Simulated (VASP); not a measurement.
## CaO: single point with PBE+D4

The system is CaO.

```
Ca O
1.0
     0.00000    2.39990    2.39990
     2.39990    0.00000    2.39990
     2.39990    2.39990    0.00000
Ca O
1 1
Direct
  0.00000 0.00000 0.00000
  0.50000 0.50000 0.50000
```

- Program: VASP 6.6.1
- Task: single point
- Functional: PBE
- Dispersion: D4
- Potentials or basis: VASP PAW PBE potentials, release 64 (Ca_sv, O)
- Cutoff: 520 eV
- k mesh: 10 × 10 × 10
- Occupations: fermi-dirac, width 0.05 eV
- Spin: no spin polarisation
- Dipole correction: no
- Further INCAR settings: ALGO = Normal; EDIFF = 1e-07; NBANDS = 15

```
Pressure                   : 0.6 GPa
Band gap on the k mesh     : 3.63 eV, indirect (least direct gap 4.01 eV)
Dispersion energy per atom : -0.164 eV
```

Levels at points of the mesh, in eV from the valence-band top:
```csv
k point,band 6,band 7,band 8,band 9,band 10,band 11
"(0.00, 0.00, 0.00)",0.00,0.00,0.00,4.75,6.24,6.24
"(0.50, 0.00, 0.00)",-2.65,-1.21,-1.21,7.07,8.38,8.38
"(0.50, 0.50, 0.00)",-1.30,-0.37,-0.37,3.63,8.07,8.92
```

Wall time 12 s on 1 thread of Intel(R) Xeon(R) 6975P-C (Granite Rapids), on a shared host, peak memory 0.17 GiB.

A k mesh can miss the band edges.
